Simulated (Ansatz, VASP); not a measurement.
Two plane-wave programs on LiF

```
Li F
1.0
     2.69516    0.00000    0.00000
     0.00000    2.69516    0.00000
     0.00000    0.00000    4.46346
Li F
1 1
Direct
  0.00000 0.00000 0.00000
  0.50000 0.50000 0.00000
```

Alike in both runs: functional PBE; k mesh 8 × 8 × 6; occupations gaussian, width 0.02 eV; no spin polarisation.

Ansatz relaxed the structure, and its values are those at the end. VASP's run is a single point on that final structure, the one shown.

```csv
,VASP,Ansatz
version,VASP 6.6.1,Ansatz 0.2.0
potentials or method,"VASP PAW PBE potentials, release 64 (Li_sv, F), cutoff 520 eV","scalar-relativistic, plane waves, PAW"
valence electrons in the cell,10,10
```

```csv
,VASP,Ansatz,Ansatz less VASP
gap on the k mesh at the Fermi level (eV),5.77,5.77,+0.004
least direct gap on the mesh (eV),6.13,6.14,+0.006
```

Noted on VASP's run: the cutoff is short for stress, so the pressure is rough.
